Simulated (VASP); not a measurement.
Write the native input for VASP 6.6.1 that does the following.

- Task: single point
- Functional: PBEsol
- Potentials or basis: VASP PAW PBE potentials, release 64 (B, N)
- Cutoff: 520 eV
- k mesh: 10 × 10 × 6
- Occupations: gaussian, width 0.01 eV
- Spin: no spin polarisation
- Dipole correction: no
- Further INCAR settings: ALGO = Normal; EDIFF = 1e-07; NBANDS = 11

The structure of BN lies in POSCAR:

```
BN
1.0
    2.5491637351      0.0000000000      0.0000000000
   -1.2671525184      2.2119132600      0.0000000000
   -0.6410056084     -1.1059571382      3.0720986443
B N
1 1
Direct
    0.9796430000      0.9834990000      0.0018060000
    0.6685060000      0.3323850000      0.9849990000
```

The input as run:

INCAR

```
SYSTEM = BN
  PREC = Accurate
  ENCUT = 520
  EDIFF = 1E-7
  ISMEAR = 0
  SIGMA = 0.01
  LREAL = .False.
  LASPH = .True.
  NELM = 100
  ALGO = Normal
  ISIF = 2
  LWAVE = .False.
  LCHARG = .False.
  GGA = PS
  NBANDS = 11
```

KPOINTS

```
regular mesh
0
Gamma
  10 10 6
  0 0 0
```

Potentials or basis: VASP PAW PBE potentials, release 64 (B, N).

Run with:

```sh
$ cat potpaw_PBE.64/B/POTCAR potpaw_PBE.64/N/POTCAR > POTCAR
$ mpirun -np 1 vasp_std > vasp.out
```

It gave:

The pressure is -10.2 GPa. The largest force is 2.453 eV/Å. The band gap on the k mesh is 2.73 eV (least direct gap 4.41 eV).

Caveat: the cell stands under tension; the PAW data sets were made with another functional, which shifts forces and pressure a little.

Wall time 59 s on 1 thread of Intel Xeon 8259CL (shared host), peak memory 0.17 GiB.
